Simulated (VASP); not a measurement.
# ZrN (Fm-3m) in VASP: further runs

Runs on ZrN. Level: r2SCAN. Tasks: single point.

All numbers are computed with VASP 6.6.1; they aren't measurements. Logs are shortened: lines on timing, memory, paths and dates and some standing lists are left out, and cuts for length are marked.

**1. The cell of the first run**

Symmetry: Fm-3m, No. 225, cubic system. The conventional cell has a = 4.600 Å, b = 4.600 Å, c = 4.600 Å, α = 90.00°, β = 90.00°, γ = 90.00°. Zr (site symmetry m-3m) has 6 N at 2.30 Å within 3.0 Å. Within 3.0 Å of N (site symmetry m-3m) lie 6 Zr at 2.30 Å.

**2. Single point, r2SCAN**

POSCAR reads:

```
ZrN
1.0
    0.0000000000      2.3000000000      2.3000000000
    2.3000000000      0.0000000000      2.3000000000
    2.3000000000      2.3000000000      0.0000000000
Zr N
1 1
Direct
    0.5000000000      0.5000000000      0.5000000000
    0.0000000000      0.0000000000      0.0000000000
```

INCAR.step1 reads:

```
PREC = Accurate ; ENCUT = 660
ISMEAR = -1 ; SIGMA = 0.1
LREAL = False ; LASPH = True
NELM = 120 ; NBANDS = 16
GGA = PE ; ALGO = Normal
EDIFF = 1E-5 ; LWAVE = True
LCHARG = False ; GGA_COMPAT = False
```

INCAR.step2 reads:

```
PREC = Accurate ; ENCUT = 660
EDIFF = 1E-6 ; ISMEAR = -1
SIGMA = 0.1 ; LREAL = False
LASPH = True ; NELM = 120
ALGO = Normal ; ISIF = 2
LWAVE = False ; LCHARG = True
METAGGA = R2SCAN ; LMIXTAU = True
LELF = True ; LVHAR = True
NBANDS = 16 ; ISTART = 1
GGA_COMPAT = False
```

KPOINTS reads:

```
Automatic mesh
0
Gamma
  3 3 3
```

Potentials or basis: VASP PAW PBE potentials, release 64 (Zr_sv, N).

Launch:

```sh
$ cat potpaw_PBE.64/Zr_sv/POTCAR potpaw_PBE.64/N/POTCAR > POTCAR
$ cp INCAR.step1 INCAR
$ mpirun -np 1 vasp_std > vasp.out
$ cp INCAR.step2 INCAR
$ mpirun -np 1 vasp_std > vasp.out
```

OUTCAR:

```text
PREC = Accurate
   ENCUT = 660
   EDIFF = 1E-6
   ISMEAR = -1
   LREAL = False
   LASPH = True
   NELM = 120
   ISIF = 2
   METAGGA = R2SCAN
   ISTART = 1

 ion  position               nearest neighbor table
   1  0.500  0.500  0.500-   2 2.30   2 2.30   2 2.30   2 2.30   2 2.30   2 2.30
   2  0.000  0.000  0.000-   1 2.30   1 2.30   1 2.30   1 2.30   1 2.30   1 2.30

  LATTYP: Found a face centered cubic cell.
 ALAT       =     4.6000000000

  Lattice vectors:

 A1 = (   0.0000000000,   2.3000000000,   2.3000000000)
 A2 = (   2.3000000000,   0.0000000000,   2.3000000000)
 A3 = (   2.3000000000,   2.3000000000,   0.0000000000)

Analysis of symmetry for initial positions (statically):
=====================================================================
 Subroutine PRICEL returns:
 Original cell was already a primitive cell.

 Routine SETGRP: Setting up the symmetry group for a
 face centered cubic supercell.

 Subroutine GETGRP returns: Found 48 space group operations
 (whereof 48 operations were pure point group operations)
 out of a pool of 48 trial point group operations.

The static configuration has the point symmetry O_h .

Analysis of symmetry for dynamics (positions and initial velocities):
=====================================================================
 Subroutine PRICEL returns:
 Original cell was already a primitive cell.

 Routine SETGRP: Setting up the symmetry group for a
 face centered cubic supercell.

 Subroutine GETGRP returns: Found 48 space group operations
 (whereof 48 operations were pure point group operations)
 out of a pool of 48 trial point group operations.

The dynamic configuration has the point symmetry O_h .

 Subroutine INISYM returns: Found 48 space group operations
 (whereof 48 operations are pure point group operations),
 and found     1 'primitive' translations

----------------------------------------------------------------------------------------

                                     Primitive cell

  volume of cell :      24.3340

  direct lattice vectors                    reciprocal lattice vectors
     0.000000000  2.300000000  2.300000000    -0.217391304  0.217391304  0.217391304
     2.300000000  0.000000000  2.300000000     0.217391304 -0.217391304  0.217391304
     2.300000000  2.300000000  0.000000000     0.217391304  0.217391304 -0.217391304

  length of vectors
     3.252691193  3.252691193  3.252691193     0.376532784  0.376532784  0.376532784

  position of ions in fractional coordinates (direct lattice)
     0.500000000  0.500000000  0.500000000
     0.000000000  0.000000000  0.000000000

  ion indices of the primitive-cell ions
   primitive index   ion index
                 1           1
                 2           2

----------------------------------------------------------------------------------------

 KPOINTS: Automatic mesh

Automatic generation of k-mesh.
 Grid dimensions read from file:
 generate k-points for:    3    3    3

 Generating k-lattice:

  Cartesian coordinates                     Fractional coordinates (reciprocal lattice)
    -0.072463768  0.072463768  0.072463768     0.333333333  0.000000000  0.000000000
     0.072463768 -0.072463768  0.072463768     0.000000000  0.333333333  0.000000000
     0.072463768  0.072463768 -0.072463768     0.000000000  0.000000000  0.333333333

  Length of vectors
     0.125510928  0.125510928  0.125510928

  Shift w.r.t. Gamma in fractional coordinates (k-lattice)
     0.000000000  0.000000000  0.000000000

 Subroutine IBZKPT returns following result:
 ===========================================

 Found      4 irreducible k-points:

 Following reciprocal coordinates:
            Coordinates               Weight
  0.000000  0.000000  0.000000      1.000000
  0.333333  0.000000  0.000000      8.000000
  0.333333  0.333333  0.000000      6.000000
 -0.333333  0.333333  0.000000     12.000000
   k-points           NKPTS =      4   k-points in BZ     NKDIM =      4   number of bands    NBANDS=     16
   number of dos      NEDOS =    301   number of ions     NIONS =      2
   total plane-waves  NPLWV =  21952
   dimension x,y,z NGX =    28 NGY =   28 NGZ =   28
   dimension x,y,z NGXF=    56 NGYF=   56 NGZF=   56
   ions per type =               1   1
   NGX,Y,Z   is equivalent  to a cutoff of  14.31, 14.31, 14.31 a.u.
   NGXF,Y,Z  is equivalent  to a cutoff of  28.62, 28.62, 28.62 a.u.
 SYSTEM =  unknown system
   PREC   = accura    normal or accurate (medium, high low for compatibility)
   ISTART =      1    job   : 0-new  1-cont  2-samecut
   ICHARG =      0    charge: 1-file 2-atom 10-const
   ISPIN  =      1    spin polarized calculation?
   LNONCOLLINEAR =      F non collinear calculations
   LSORBIT =      F    spin-orbit coupling
   LASPH  =      T    aspherical Exc in radial PAW
   ENCUT  =  660.0 eV  48.51 Ry    6.96 a.u.   6.81  6.81  6.81*2*pi/ulx,y,z
   NELM   =    120;   NELMIN=  2; NELMDL=  0     # of ELM steps
   EDIFF  = 0.1E-05   stopping-criterion for ELM
   LREAL  =      F    real-space projection
   EDIFFG = 0.1E-04   stopping-criterion for IOM
   NSW    =      0    number of steps for IOM
   IBRION =     -1    ionic relax: 0-MD 1-quasi-New 2-CG
   NFREE  =      0    steps in history (QN), initial steepest desc. (CG)
   ISIF   =      2    stress and relaxation
   ISYM   =      2    0-nonsym 1-usesym 2-fastsym
   POTIM  = 0.5000    time-step for ionic-motion
   TEBEG  =    0.0;   TEEND  =   0.0 temperature during run
   PSTRESS=    0.0 pullay stress
   NELECT =      17.0000    total number of electrons
   NUPDOWN=      -1.0000    fix difference up-down
   EMIN   =  10.00;   EMAX   =-10.00  energy-range for DOS
   EFERMI =   0.00;   METHOD = LEGACY
   ISMEAR =    -1;   SIGMA  =   0.10  broadening in eV -4-tet -1-fermi 0-gaus
   EFERMI_NEDOS =   21; number of points for ismear=-14 and -15
   IALGO  =     38    algorithm
   IMIX   =      4    mixing-type and parameters
     AMIX     =   0.40;   BMIX     =  1.00
     AMIX_MAG =   1.60;   BMIX_MAG =  1.00
  volume/ion in A,a.u.               =      12.17        82.11
  Fermi-wavevector in a.u.,A,eV,Ry     =   1.452624  2.745062 28.709889  2.110117
  Thomas-Fermi vector in A             =   2.569985
   LORBIT       =      0    0 simple, 1 ext, 2 COOP (PROOUT), +10 PAW based schemes
   METAGGA = R2SCAN    functional components
   LHFCALC =     F    Hartree Fock is set to
   AEXX    =    0.0000 exact exchange contribution
   IVDW    =     0    specifies the selected vdW correction
   LEPSILON=     F    determine dielectric tensor
   LRPA    =     F    only Hartree local field effects (RPA)
 non-spin polarized calculation
  energy-cutoff  :      660.00
  volume of cell :       24.33
 maximum number of plane-waves:       950
   NGX = 13   NGY = 13   NGZ = 13

 number of electron      17.0000000 magnetization

 Free energy of the ion-electron system (eV)
  ---------------------------------------------------
  ext. energy  EPLUGINS =         0.00000000
  ---------------------------------------------------
  free energy    TOTEN  =       -35.69987931 eV

  energy without entropy =      -35.64099192  energy(sigma->0) =      -35.67043561

 E-fermi :  12.5813     XC(G=0): -13.2233

 val. band max:       11.6666603605   @ k =   0.0000   0.0000   0.0000
 cond. band min:      12.6324154754   @ k =  -0.3333   0.3333   0.0000
 fundamental gap:      0.9657551149
 Fermi energy:        12.5813168372

 k-point     1 :       0.0000    0.0000    0.0000
  band No.  band energies     occupation
      1     -39.4242      2.00000
      2     -16.3561      2.00000
      3     -16.3561      2.00000
      4     -16.3561      2.00000
      5      -5.2979      2.00000
      6       9.0837      2.00000
      7       9.0837      2.00000
      8       9.0837      2.00000
      9      11.6667      1.99979
     10      11.6667      1.99979
     11      11.6667      1.99979
     12      13.7081      0.00003
     13      13.7081      0.00003
     14      15.2364      0.00000
     15      21.7579      0.00000
     16      34.9188      0.00000

 k-point     2 :       0.3333    0.0000    0.0000
  band No.  band energies     occupation
      1     -39.3193      2.00000
      2     -17.2478      2.00000
      3     -16.4228      2.00000
      4     -16.4228      2.00000
      5      -3.7098      2.00000
      6       5.0514      2.00000
      7       6.5270      2.00000
      8       6.5270      2.00000
      9      13.5102      0.00018
     10      14.0531      0.00000
     11      14.0531      0.00000
     12      18.1616      0.00000
     13      18.3451      0.00000
     14      18.3451      0.00000
     15      24.9486      0.00000
     16      27.3447      0.00000

 k-point     3 :       0.3333    0.3333    0.0000
  band No.  band energies     occupation
      1     -39.2857      2.00000
      2     -17.0897      2.00000
      3     -16.6188      2.00000
      4     -16.6188      2.00000
      5      -4.4674      2.00000
      6       5.9441      2.00000
      7       8.3783      2.00000
      8       8.3783      2.00000
      9       9.1541      2.00000
     10      14.9715      0.00000
     11      15.9281      0.00000
     12      15.9281      0.00000
     13      16.5496      0.00000
     14      21.3070      0.00000
     15      26.0745      0.00000
     16      28.1635      0.00000

 k-point     4 :      -0.3333    0.3333    0.0000
  band No.  band energies     occupation
      1     -39.2499      2.00000
      2     -17.1099      2.00000
      3     -17.0007      2.00000
      4     -16.5565      2.00000
      5      -3.9540      2.00000
      6       5.5745      2.00000
      7       6.7514      2.00000
      8       6.9189      2.00000
      9      12.6324      0.74992
     10      14.9502      0.00000
     11      15.1760      0.00000
     12      17.0989      0.00000
     13      19.0668      0.00000
     14      23.5781      0.00000
     15      23.6126      0.00000
     16      24.1804      0.00000

------------------------ aborting loop because EDIFF is reached ----------------------------------------

  FORCE on cell =-STRESS in cart. coord.  units (eV):
  Direction    XX          YY          ZZ          XY          YZ          ZX
  --------------------------------------------------------------------------------------
  -------------------------------------------------------------------------------------
  Total        0.0136760      0.0136760      0.0136760     -0.0000000      0.0000000     -0.0000000
  in kB        0.9004439      0.9004439      0.9004439     -0.0000000      0.0000000     -0.0000000
  external PRESSURE =       0.9004439 kB  Pullay stress =       0.0000000 kB

 VOLUME and BASIS-vectors are now :
 -----------------------------------------------------------------------------
  energy-cutoff  :      660.00
  volume of cell :       24.33
      direct lattice vectors                 reciprocal lattice vectors
     0.000000000  2.300000000  2.300000000    -0.217391304  0.217391304  0.217391304
     2.300000000  0.000000000  2.300000000     0.217391304 -0.217391304  0.217391304
     2.300000000  2.300000000  0.000000000     0.217391304  0.217391304 -0.217391304

 POSITION                                       TOTAL-FORCE (eV/Angst)
 -----------------------------------------------------------------------------------
      2.30000      2.30000      2.30000         0.000000      0.000000      0.000000
      0.00000      0.00000      0.00000        -0.000000      0.000000     -0.000000
 -----------------------------------------------------------------------------------
    total drift:                                0.000000      0.000000      0.000000

  FREE ENERGIE OF THE ION-ELECTRON SYSTEM (eV)
  ---------------------------------------------------
  free  energy   TOTEN  =       -35.6998793148 eV

  energy  without entropy=      -35.6409919150  energy(sigma->0) =      -35.67043561
```

Run time: 12 s. Hardware: 1 thread of Intel Xeon 6975P-C (Granite Rapids), shared host; peak memory 0.16 GiB.

What came out:

```
Free energy : -35.6999 eV
Pressure    : 0.1 GPa
```

Caveat: the k points lie up to 0.79 Å⁻¹ apart; the PAW data sets were made with another functional, which shifts forces and pressure a little.

**3. Single point, r2SCAN**

POSCAR is that of step 2.

INCAR.step1 reads:

```
SYSTEM = ZrN
  ALGO = Normal
  EDIFF = 1E-5
  ENCUT = 660
  GGA = PE
  GGA_COMPAT = .False.
  ISMEAR = -1
  LASPH = .True.
  LCHARG = .False.
  LREAL = .False.
  LWAVE = .True.
  NBANDS = 16
  NELM = 120
  PREC = Accurate
  SIGMA = 0.1
```

INCAR.step2 reads:

```
SYSTEM = ZrN
  ALGO = Normal
  EDIFF = 1E-6
  ENCUT = 660
  GGA_COMPAT = .False.
  ISIF = 2
  ISMEAR = -1
  ISTART = 1
  LASPH = .True.
  LCHARG = .True.
  LELF = .True.
  LMIXTAU = .True.
  LREAL = .False.
  LVHAR = .True.
  LWAVE = .False.
  METAGGA = R2SCAN
  NBANDS = 16
  NELM = 120
  PREC = Accurate
  SIGMA = 0.1
```

KPOINTS reads:

```
k-points
0
Gamma
  4 4 4
  0 0 0
```

Potentials or basis: VASP PAW PBE potentials, release 64 (Zr_sv, N).

Launch:

```sh
$ cat potpaw_PBE.64/Zr_sv/POTCAR potpaw_PBE.64/N/POTCAR > POTCAR
$ cp INCAR.step1 INCAR
$ mpirun -np 1 vasp_std > vasp.out
$ cp INCAR.step2 INCAR
$ mpirun -np 1 vasp_std > vasp.out
```

It took 16 s on 1 thread of Intel Xeon 6975P-C (Granite Rapids), shared host; peak memory 0.16 GiB.

The run converged. Its results:

| Quantity | Value |
| --- | --- |
| Free energy | -35.8366 eV |
| Pressure | -1.7 GPa |

Levels at points of the mesh, in eV from the Fermi level:
| k point | band 6 | band 7 | band 8 | band 9 | band 10 | band 11 |
| --- | --- | --- | --- | --- | --- | --- |
| (0.00, 0.00, 0.00) | -2.66 | -2.66 | -2.66 | -0.02 | -0.02 | -0.02 |
| (0.50, 0.00, 0.00) | -7.67 | -5.72 | -5.72 | 3.43 | 3.47 | 3.47 |
| (0.50, 0.50, 0.00) | -4.63 | -3.18 | -3.18 | -3.16 | 3.76 | 4.88 |

Caveat: the k points lie up to 0.59 Å⁻¹ apart; the PAW data sets were made with another functional, which shifts forces and pressure a little.

**4. Single point, r2SCAN**

POSCAR is that of step 3.

INCAR.step1 reads:

```
SYSTEM = ZrN
ALGO = Normal
EDIFF = 1E-5
ENCUT = 660
GGA = PE
GGA_COMPAT = .False.
ISMEAR = -1
LASPH = .True.
LCHARG = .False.
LREAL = .False.
LWAVE = .True.
NBANDS = 16
NELM = 120
PREC = Accurate
SIGMA = 0.1
```

INCAR.step2 reads:

```
SYSTEM = ZrN
ALGO = Normal
EDIFF = 1E-6
ENCUT = 660
GGA_COMPAT = .False.
ISIF = 2
ISMEAR = -1
ISTART = 1
LASPH = .True.
LCHARG = .False.
LMIXTAU = .True.
LREAL = .False.
LWAVE = .False.
METAGGA = R2SCAN
NBANDS = 16
NELM = 120
PREC = Accurate
SIGMA = 0.1
```

KPOINTS reads:

```
k-points
0
Gamma
  5 5 5
  0 0 0
```

Launch:

```sh
$ cat potpaw_PBE.64/Zr_sv/POTCAR potpaw_PBE.64/N/POTCAR > POTCAR
$ cp INCAR.step1 INCAR
$ mpirun -np 1 vasp_std > vasp.out
$ cp INCAR.step2 INCAR
$ mpirun -np 1 vasp_std > vasp.out
```

Wall time 15 s (1 thread of Intel Xeon 6975P-C (Granite Rapids), shared host); peak memory 0.16 GiB.

Results (log left out):

* Free energy: -35.8644 eV
* Pressure: -2.1 GPa

Levels at points of the mesh, in eV from the Fermi level:
| k point | band 4 | band 5 | band 6 | band 7 | band 8 | band 9 | band 10 | band 11 | band 12 | band 13 |
| --- | --- | --- | --- | --- | --- | --- | --- | --- | --- | --- |
| (0.00, 0.00, 0.00) | -28.50 | -17.46 | -3.07 | -3.07 | -3.07 | -0.45 | -0.45 | -0.45 | 1.57 | 1.57 |

Caveat: the k points lie up to 0.47 Å⁻¹ apart; the PAW data sets were made with another functional, which shifts forces and pressure a little.

**5. Single point, r2SCAN**

POSCAR is that of step 4.

INCAR.step1 reads:

```
SYSTEM = ZrN
PREC = Accurate
ENCUT = 660
ISMEAR = -1
SIGMA = 0.1
LREAL = .False.
LASPH = .True.
NELM = 120
NBANDS = 16
GGA = PE
ALGO = Normal
EDIFF = 1E-5
LWAVE = .True.
LCHARG = .False.
GGA_COMPAT = .False.
```

INCAR.step2 reads:

```
SYSTEM = ZrN
PREC = Accurate
ENCUT = 660
EDIFF = 1E-6
ISMEAR = -1
SIGMA = 0.1
LREAL = .False.
LASPH = .True.
NELM = 120
ALGO = Normal
ISIF = 2
LWAVE = .False.
LCHARG = .False.
METAGGA = R2SCAN
LMIXTAU = .True.
NBANDS = 16
ISTART = 1
GGA_COMPAT = .False.
```

KPOINTS reads:

```
Automatic mesh
0
Gamma
  7 7 7
  0 0 0
```

Launch:

```sh
$ cat potpaw_PBE.64/Zr_sv/POTCAR potpaw_PBE.64/N/POTCAR > POTCAR
$ cp INCAR.step1 INCAR
$ mpirun -np 1 vasp_std > vasp.out
$ cp INCAR.step2 INCAR
$ mpirun -np 1 vasp_std > vasp.out
```

Run time: 23 s. Hardware: 1 thread of Intel Xeon 6975P-C (Granite Rapids), shared host; peak memory 0.16 GiB.

The run converged. Its results:

* Free energy: -35.8303 eV
* Pressure: -1.8 GPa

Levels at points of the mesh, in eV from the Fermi level:
| k point | band 7 | band 8 | band 9 | band 10 | band 11 | band 12 |
| --- | --- | --- | --- | --- | --- | --- |
| (0.00, 0.00, 0.00) | -3.17 | -3.17 | -0.53 | -0.53 | -0.53 | 1.49 |

Caveat: the PAW data sets were made with another functional, which shifts forces and pressure a little.

**6. The runs side by side**

```csv
k mesh,gap on the mesh (eV),pressure (GPa)
3 × 3 × 3,none,0.1
4 × 4 × 4,none,-1.7
5 × 5 × 5,none,-2.1
7 × 7 × 7,none,-1.8
```

Alike in all rows: task single point; level r2SCAN; potentials or basis VASP PAW PBE potentials, release 64 (Zr_sv, N); no spin polarisation; cell as given; cutoff (eV) 660; smearing fermi-dirac 0.1 eV.

Caveats: some runs use coarse meshes; the PAW data sets were made with another functional, which shifts forces and pressure a little.

Total energies depend on the potentials used, so only differences within one code and one set of settings carry meaning.
